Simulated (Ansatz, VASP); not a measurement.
## B5P in VASP and in Ansatz

```
CELL_PARAMETERS angstrom
4.27837 0.00000 0.00000
0.00000 4.27837 0.00000
0.00000 0.00000 4.41700
ATOMIC_POSITIONS crystal
B 0.50000 0.50000 0.20920
B 0.50000 0.19472 0.45506
B 0.19472 0.50000 0.45506
B 0.50000 0.80528 0.45506
B 0.80528 0.50000 0.45506
P 0.50000 0.50000 0.78057
```

Alike in both runs: functional PBE; k mesh 4 × 4 × 4; occupations gaussian, width 0.2 eV; no spin polarisation.

Ansatz relaxed the structure, and its values are those at the end. VASP's run is a single point on that final structure, the one shown.

|  | VASP | Ansatz |
| --- | --- | --- |
| version | VASP 6.6.1 | Ansatz 0.2.0 |
| potentials or method | VASP PAW PBE potentials, release 64 (B, P), cutoff 500 eV | scalar-relativistic, plane waves, PAW |
| valence electrons in the cell | 20 | 20 |

Ansatz gave:

* gap on the k mesh at the Fermi level (eV): 0.88
* least direct gap on the mesh (eV): 1.10
* pressure (GPa): 0.1
* rms of the force components (eV/Å): 0.003

Q: Which values does VASP return?

A: gap on the k mesh at the Fermi level (eV): 0.88; least direct gap on the mesh (eV): 1.10; pressure (GPa): 0.0; rms of the force components (eV/Å): 0.013.
